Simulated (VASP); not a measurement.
# InSe in VASP: notebook

The runs below take InSe through single point, with PBE+D3(BJ).

Program: VASP 6.6.1. These are calculated values, not measurements. Logs are shortened: lines on timing, memory, paths and dates and some standing lists are left out, and cuts for length are marked.

## (1) The cell of the first run

The cell holds a slab with vacuum, 8 atoms: a = 4.027 Å, b = 4.027 Å, c = 28.271 Å, α = 90.00°, β = 90.00°, γ = 120.00°.

## (2) Single point, PBE+D3(BJ) (layers slid over each other)

Contents of INCAR:

```
SYSTEM = InSe
PREC     = Accurate       ! precision mode
ENCUT    = 520            ! plane-wave cutoff, eV
EDIFF    = 1E-6           ! SCF threshold, eV
ISMEAR   = 0              ! smearing method
SIGMA    = 0.05           ! smearing width, eV
LREAL    = .False.        ! projectors in reciprocal space
LASPH    = .True.         ! aspherical terms in the spheres
NELM     = 60             ! most SCF steps
ALGO     = Normal         ! electronic algorithm
ISIF     = 2              ! what is computed and relaxed
LWAVE    = .False.        ! write WAVECAR
LCHARG   = .False.        ! write CHGCAR
LDIPOL   = .True.       
IDIPOL   = 3            
DIPOL    = 0.5 0.5 0.406
GGA      = PE             ! functional
IVDW     = 12             ! dispersion correction
NBANDS   = 48             ! bands
```

Contents of KPOINTS:

```
Automatic mesh
0
Gamma
  9 9 1
  0 0 0
```

Contents of POSCAR:

```
InSe
1.0
    4.0266104108      0.0000000000      0.0000000000
   -2.0133052054      3.4871469069      0.0000000000
    0.0000000000      0.0000000000     28.2707105452
Se In
4 4
Direct
    0.0000000000      0.0000000000      0.1591753413
    0.0000000000      0.0000000000      0.3496677332
    0.4444444444      0.8888888889      0.4614441951
    0.4444444444      0.8888888889      0.6519365870
    0.6666666667      0.3333333333      0.2049979888
    0.6666666667      0.3333333333      0.3038451603
    1.1111111111      1.2222222222      0.5072668426
    1.1111111111      1.2222222222      0.6061140141
```

Potentials or basis: VASP PAW PBE potentials, release 64 (Se, In_d).

On the command line:

```bash
$ cat potpaw_PBE.64/Se/POTCAR potpaw_PBE.64/In_d/POTCAR > POTCAR
$ mpirun -np 1 vasp_std > vasp.out
```

OUTCAR:

```text
SYSTEM = InSe
   PREC = Accurate
   ENCUT = 520
   EDIFF = 1E-6
   ISMEAR = 0
   LREAL = .False.
   LASPH = .True.
   NELM = 60
   ISIF = 2
   GGA = PE
   IVDW = 12
 IVDW          = 12

 ion  position               nearest neighbor table
   1  0.000  0.000  0.159-   5 2.66   5 2.66   5 2.66
   2  0.000  0.000  0.350-   6 2.66   6 2.66   6 2.66
   3  0.444  0.889  0.461-   7 2.66   7 2.66   7 2.66
   4  0.444  0.889  0.652-   8 2.66   8 2.66   8 2.66
   5  0.667  0.333  0.205-   1 2.66   1 2.66   1 2.66   6 2.79
   6  0.667  0.333  0.304-   2 2.66   2 2.66   2 2.66   5 2.79
   7  0.111  0.222  0.507-   3 2.66   3 2.66   3 2.66   8 2.79
   8  0.111  0.222  0.606-   4 2.66   4 2.66   4 2.66   7 2.79

  LATTYP: Found a hexagonal cell.
 ALAT       =     4.0266104108
 C/A-ratio  =     7.0209699129

  Lattice vectors:

 A1 = (   4.0266104108,   0.0000000000,   0.0000000000)
 A2 = (  -2.0133052054,   3.4871469069,   0.0000000000)
 A3 = (   0.0000000000,   0.0000000000,  28.2707105452)

Analysis of symmetry for initial positions (statically):
=====================================================================
 Subroutine PRICEL returns:
 Original cell was already a primitive cell.

 Routine SETGRP: Setting up the symmetry group for a
 hexagonal supercell.

 Subroutine GETGRP returns: Found  2 space group operations
 (whereof  2 operations were pure point group operations)
 out of a pool of 24 trial point group operations.

The static configuration has the point symmetry C_1h.

Analysis of symmetry for dynamics (positions and initial velocities):
=====================================================================
 Subroutine PRICEL returns:
 Original cell was already a primitive cell.

 Routine SETGRP: Setting up the symmetry group for a
 hexagonal supercell.

 Subroutine GETGRP returns: Found  2 space group operations
 (whereof  2 operations were pure point group operations)
 out of a pool of 24 trial point group operations.

The dynamic configuration has the point symmetry C_1h.

 Subroutine INISYM returns: Found  2 space group operations
 (whereof  2 operations are pure point group operations),
 and found     1 'primitive' translations

----------------------------------------------------------------------------------------

                                     Primitive cell

  volume of cell :     396.9598

  direct lattice vectors                    reciprocal lattice vectors
     4.026610411  0.000000000  0.000000000     0.248347840  0.143383693  0.000000000
    -2.013305205  3.487146907  0.000000000     0.000000000  0.286767385  0.000000000
     0.000000000  0.000000000 28.270710545     0.000000000  0.000000000  0.035372298

  length of vectors
     4.026610411  4.026610411 28.270710545     0.286767385  0.286767385  0.035372298

  position of ions in fractional coordinates (direct lattice)
     0.000000000  0.000000000  0.159175341
     0.000000000  0.000000000  0.349667733
     0.444444444  0.888888889  0.461444195
     0.444444444  0.888888889  0.651936587
     0.666666667  0.333333333  0.204997989
     0.666666667  0.333333333  0.303845160
     0.111111111  0.222222222  0.507266843
     0.111111111  0.222222222  0.606114014

  ion indices of the primitive-cell ions
   primitive index   ion index
                 1           1
                 2           2
                 3           3
                 4           4
                 5           5
                 6           6
                 7           7
                 8           8

----------------------------------------------------------------------------------------

 KPOINTS: Automatic mesh

Automatic generation of k-mesh.
 Grid dimensions read from file:
 generate k-points for:    9    9    1

 Generating k-lattice:

  Cartesian coordinates                     Fractional coordinates (reciprocal lattice)
     0.027594204  0.015931521  0.000000000     0.111111111 -0.000000000  0.000000000
     0.000000000  0.031863043  0.000000000     0.000000000  0.111111111  0.000000000
     0.000000000  0.000000000  0.035372298     0.000000000  0.000000000  1.000000000

  Length of vectors
     0.031863043  0.031863043  0.035372298

  Shift w.r.t. Gamma in fractional coordinates (k-lattice)
     0.000000000  0.000000000  0.000000000

 Subroutine IBZKPT returns following result:
 ===========================================

 Found     25 irreducible k-points:

 Following reciprocal coordinates:
            Coordinates               Weight
  0.000000  0.000000  0.000000      1.000000
  0.111111  0.000000  0.000000      4.000000
  0.000000  0.111111  0.000000      2.000000
  0.222222 -0.000000  0.000000      4.000000
  0.000000  0.222222  0.000000      2.000000
  0.333333  0.000000  0.000000      4.000000
[... 16 lines left out ...]
 -0.222222 -0.444444  0.000000      4.000000
  0.444444  0.333333  0.000000      4.000000
   k-points           NKPTS =     25   k-points in BZ     NKDIM =     25   number of bands    NBANDS=     48
   number of dos      NEDOS =    301   number of ions     NIONS =      8
   total plane-waves  NPLWV = 189000
   dimension x,y,z NGX =    30 NGY =   30 NGZ =  210
   dimension x,y,z NGXF=    60 NGYF=   60 NGZF=  420
   ions per type =               4   4
   NGX,Y,Z   is equivalent  to a cutoff of  12.39, 12.39, 12.35 a.u.
   NGXF,Y,Z  is equivalent  to a cutoff of  24.77, 24.77, 24.70 a.u.
 SYSTEM =  InSe
   PREC   = accura    normal or accurate (medium, high low for compatibility)
   ISTART =      0    job   : 0-new  1-cont  2-samecut
   ICHARG =      2    charge: 1-file 2-atom 10-const
   ISPIN  =      1    spin polarized calculation?
   LNONCOLLINEAR =      F non collinear calculations
   LSORBIT =      F    spin-orbit coupling
   LASPH  =      T    aspherical Exc in radial PAW
   ENCUT  =  520.0 eV  38.22 Ry    6.18 a.u.   7.49  7.49 52.56*2*pi/ulx,y,z
   NELM   =     60;   NELMIN=  2; NELMDL= -5     # of ELM steps
   EDIFF  = 0.1E-05   stopping-criterion for ELM
   LREAL  =      F    real-space projection
   EDIFFG = 0.1E-04   stopping-criterion for IOM
   NSW    =      0    number of steps for IOM
   IBRION =     -1    ionic relax: 0-MD 1-quasi-New 2-CG
   NFREE  =      0    steps in history (QN), initial steepest desc. (CG)
   ISIF   =      2    stress and relaxation
   ISYM   =      2    0-nonsym 1-usesym 2-fastsym
   POTIM  = 0.5000    time-step for ionic-motion
   TEBEG  =    0.0;   TEEND  =   0.0 temperature during run
   PSTRESS=    0.0 pullay stress
   NELECT =      76.0000    total number of electrons
   NUPDOWN=      -1.0000    fix difference up-down
   EMIN   =  10.00;   EMAX   =-10.00  energy-range for DOS
   EFERMI =   0.00;   METHOD = LEGACY
   ISMEAR =     0;   SIGMA  =   0.05  broadening in eV -4-tet -1-fermi 0-gaus
   EFERMI_NEDOS =   21; number of points for ismear=-14 and -15
   IALGO  =     38    algorithm
   IMIX   =      4    mixing-type and parameters
     AMIX     =   0.40;   BMIX     =  1.00
     AMIX_MAG =   1.60;   BMIX_MAG =  1.00
  volume/ion in A,a.u.               =      49.62       334.85
  Fermi-wavevector in a.u.,A,eV,Ry     =   0.943548  1.783047 12.113024  0.890282
  Thomas-Fermi vector in A             =   2.071266
   LORBIT       =      0    0 simple, 1 ext, 2 COOP (PROOUT), +10 PAW based schemes
   GGA     = PE    functional components
   LHFCALC =     F    Hartree Fock is set to
   AEXX    =    0.0000 exact exchange contribution
   IVDW    =    12    specifies the selected vdW correction
   LEPSILON=     F    determine dielectric tensor
   LRPA    =     F    only Hartree local field effects (RPA)
 non-spin polarized calculation
 Gauss-broadening in eV      SIGMA  =   0.05
  energy-cutoff  :      520.00
  volume of cell :      396.96
 maximum number of plane-waves:     10749
 NGX is ok and might be reduce to    30
   NGX = 15   NGY = 15   NGZ =105

 dipolmoment           0.000000      0.000000      0.000314 electrons x Angstroem

 number of electron      76.0000001 magnetization

 dipolmoment           0.000000      0.000000     -0.000063 electrons x Angstroem

 Free energy of the ion-electron system (eV)
  ---------------------------------------------------
  ext. energy  EPLUGINS =         0.00000000
  ---------------------------------------------------
  free energy    TOTEN  =       -28.37385082 eV

  energy without entropy =      -28.37385082  energy(sigma->0) =      -28.37385082

 E-fermi :   0.0380     XC(G=0):  -5.6477

 val. band max:       -0.1769785190   @ k =   0.0000   0.1111   0.0000
 cond. band min:       0.9211393892   @ k =   0.0000   0.0000   0.0000
 fundamental gap:      1.0981179082
 Fermi energy:         0.0379772434

 k-point     1 :       0.0000    0.0000    0.0000
  band No.  band energies     occupation
      1     -14.5194      2.00000
      2     -14.5177      2.00000
      3     -14.3360      2.00000
      4     -14.3357      2.00000
      5     -14.3346      2.00000
      6     -14.3337      2.00000
[... 40 lines left out ...]
     47       5.0392      0.00000
     48       5.1868      0.00000

 k-point     2 :       0.1111    0.0000    0.0000
  band No.  band energies     occupation
      1     -14.5188      2.00000
      2     -14.5171      2.00000
      3     -14.3765      2.00000
      4     -14.3734      2.00000
      5     -14.3342      2.00000
      6     -14.3326      2.00000
[... 40 lines left out ...]
     47       5.1016      0.00000
     48       5.1863      0.00000

 k-point     3 :       0.0000    0.1111    0.0000
  band No.  band energies     occupation
      1     -14.5188      2.00000
      2     -14.5171      2.00000
      3     -14.3770      2.00000
      4     -14.3738      2.00000
      5     -14.3340      2.00000
      6     -14.3320      2.00000
[... 1060 lines left out ...]
     47       5.2689      0.00000
     48       5.3216      0.00000

 k-point    24 :       0.4444    0.3333    0.0000
  band No.  band energies     occupation
      1     -14.6250      2.00000
      2     -14.6231      2.00000
      3     -14.5261      2.00000
      4     -14.5243      2.00000
      5     -14.4624      2.00000
      6     -14.4607      2.00000
[... 40 lines left out ...]
     47       5.2890      0.00000
     48       5.3280      0.00000

 [... further k-points ...]

------------------------ aborting loop because EDIFF is reached ----------------------------------------

 vacuum level on the upper side and lower side of the slab       (xc-potential included)        -0.136        -0.136

 Edisp (eV)   -2.04758

 E8    (eV) :    -0.9604

  FORCE on cell =-STRESS in cart. coord.  units (eV):
  Direction    XX          YY          ZZ          XY          YZ          ZX
  --------------------------------------------------------------------------------------
  -------------------------------------------------------------------------------------
  Total       0.14556    -0.11389    -0.19041     0.00000    -0.06001     0.00000
  in kB       0.58749    -0.45967    -0.76852     0.00000    -0.24219     0.00000
  external pressure =       -0.21 kB  Pullay stress =        0.00 kB

 VOLUME and BASIS-vectors are now :
 -----------------------------------------------------------------------------
  energy-cutoff  :      520.00
  volume of cell :      396.96
      direct lattice vectors                 reciprocal lattice vectors
     4.026610411  0.000000000  0.000000000     0.248347840  0.143383693  0.000000000
    -2.013305205  3.487146907  0.000000000     0.000000000  0.286767385  0.000000000
     0.000000000  0.000000000 28.270710545     0.000000000  0.000000000  0.035372298

 POSITION                                       TOTAL-FORCE (eV/Angst)
 -----------------------------------------------------------------------------------
      0.00000      0.00000      4.50000        -0.000000      0.001438     -0.010824
      0.00000      0.00000      9.88536         0.000000      0.025526      0.014390
     -0.00000      3.09969     13.04536         0.000000     -0.007513     -0.017541
     -0.00000      3.09969     18.43071        -0.000000      0.000670      0.010650
      2.01331      1.16238      5.79544        -0.000000      0.002972      0.012599
      2.01331      1.16238      8.58992         0.000000     -0.013579      0.016481
      0.00000      0.77492     14.34079        -0.000000     -0.010532     -0.013018
      0.00000      0.77492     17.13527        -0.000000      0.001018     -0.012736
 -----------------------------------------------------------------------------------
    total drift:                               -0.000000     -0.000301     -0.000576

  FREE ENERGIE OF THE ION-ELECTRON SYSTEM (eV)
  ---------------------------------------------------
  free  energy   TOTEN  =       -30.4214307846 eV

  energy  without entropy=      -30.4214307846  energy(sigma->0) =      -30.42143078

 vacuum level on the upper side and lower side of the slab         5.376         5.376
```

Wall time 5.7 min (1 thread of AMD EPYC 9R45 (Zen 5), shared host); peak memory 0.61 GiB.

Results:

* Free energy: -30.4214 eV
* Largest force: 0.029 eV/Å
* Band gap on the k mesh: 1.10 eV (least direct gap 1.15 eV)
* Dispersion energy per atom: -0.256 eV

Forces in eV/Å, atoms in the order of the input:
```
Se   0.000  0.001 -0.011
Se   0.000  0.026  0.014
Se   0.000 -0.008 -0.018
Se   0.000  0.001  0.011
In   0.000  0.003  0.013
In   0.000 -0.014  0.016
In   0.000 -0.011 -0.013
In   0.000  0.001 -0.013
```

Levels at points of the mesh, in eV from the valence-band top:
```
           k point  band 34  band 35  band 36  band 37  band 38  band 39  band 40  band 41  band 42  band 43
(0.00, 0.00, 0.00)    -0.73    -0.72    -0.70    -0.63    -0.06     1.10     1.72     2.50     2.57     4.70
```

Caveat: the cell differs from its parent crystal (layers slid over each other); spin-orbit coupling is left out, which moves the levels of the heavy elements.

## (3) Single point, PBE+D3(BJ) (layers slid over each other)

Contents of INCAR:

```
PREC = Accurate
ENCUT = 520
EDIFF = 1E-7
ISMEAR = 0
SIGMA = 0.05
LREAL = F
LASPH = T
NELM = 80
ALGO = Normal
ISIF = 2
LWAVE = F
LCHARG = T
LDIPOL = T
IDIPOL = 3
DIPOL = 0.5 0.5 0.406
GGA = PE
IVDW = 12
LELF = T
LVHAR = T
LVACPOTAV = T
NBANDS = 48
```

Contents of KPOINTS:

```
regular mesh
0
Gamma
  9 9 1
```

Contents of POSCAR:

```
InSe
1.0
    4.0266104108      0.0000000000      0.0000000000
   -2.0133052054      3.4871469069      0.0000000000
    0.0000000000      0.0000000000     28.2707105452
Se In
4 4
Direct
    0.0000000000      0.0000000000      0.1591753413
    0.0000000000      0.0000000000      0.3496677332
    0.1111111111      0.2222222222      0.4614441951
    0.1111111111      0.2222222222      0.6519365870
    0.6666666667      0.3333333333      0.2049979888
    0.6666666667      0.3333333333      0.3038451603
    0.7777777778      0.5555555556      0.5072668426
    0.7777777778      0.5555555556      0.6061140141
```

Potentials or basis: VASP PAW PBE potentials, release 64 (Se, In_d).

On the command line:

```bash
$ cat potpaw_PBE.64/Se/POTCAR potpaw_PBE.64/In_d/POTCAR > POTCAR
$ mpirun -np 1 vasp_std > vasp.out
```

It took 28 min on 1 thread of Intel Xeon 8259CL, shared host; peak memory 0.66 GiB.

The run converged. Its results:

* Free energy: -30.3051 eV
* Largest force: 0.261 eV/Å
* Band gap on the k mesh: 0.94 eV (least direct gap 1.02 eV)
* Dispersion energy per atom: -0.255 eV

Forces on the atoms (eV/Å):
```
Se   0.000 -0.003 -0.010
Se   0.000 -0.141 -0.220
Se   0.000  0.133  0.220
Se   0.000  0.002  0.010
In   0.000 -0.010  0.001
In   0.000  0.015 -0.074
In   0.000 -0.004  0.075
In   0.000  0.007 -0.001
```

Levels at points of the mesh, in eV from the valence-band top:
```tsv
k point	band 35	band 36	band 37	band 38	band 39	band 40	band 41	band 42
(0.00, 0.00, 0.00)	-0.86	-0.83	-0.83	-0.07	0.94	1.62	2.27	2.43
```

Caveat: the cell differs from its parent crystal (layers slid over each other); spin-orbit coupling is left out, which moves the levels of the heavy elements.
